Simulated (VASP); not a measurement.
Set up this calculation in VASP 6.6.1, as the native input.

* Task: single point
* Functional: PBE
* Potentials or basis: VASP PAW PBE potentials, release 64 (Rh_pv)
* Cutoff: 520 eV
* k mesh: 5 × 5 × 5
* Occupations: fermi-dirac, width 0.1 eV
* Spin: no spin polarisation
* Dipole correction: no
* Further INCAR settings: ALGO = Normal; EDIFF = 1e-06; NBANDS = 14

The structure of Rh lies in POSCAR:

```
Rh
1.0
    0.0000000000      1.9160595532      1.9160595532
    1.9160595532      0.0000000000      1.9160595532
    1.9160595532      1.9160595532      0.0000000000
Rh
1
Direct
    0.0000000000      0.0000000000      0.0000000000
```

These files were run (other wordings do the same):

INCAR

```
SYSTEM = Rh
PREC = Accurate ; ENCUT = 520
EDIFF = 1E-6 ; ISMEAR = -1
SIGMA = 0.1 ; LREAL = .FALSE.
LASPH = .TRUE. ; NELM = 80
ALGO = Normal ; ISIF = 2
LWAVE = .FALSE. ; LCHARG = .TRUE.
GGA = PE ; LELF = .TRUE.
LVHAR = .TRUE. ; NBANDS = 14
```

KPOINTS

```
Automatic mesh
0
G
  5 5 5
  0 0 0
```

Potentials or basis: VASP PAW PBE potentials, release 64 (Rh_pv).

Command:

```sh
$ cat potpaw_PBE.64/Rh_pv/POTCAR > POTCAR
$ mpirun -np 1 vasp_std > vasp.out
```

It gave:

```yaml
Pressure: 2.8 GPa
```

Caveat: the k points lie up to 0.57 Å⁻¹ apart.

Wall time 5 s on 1 thread of Intel Xeon 8259CL (shared host), peak memory 0.13 GiB.
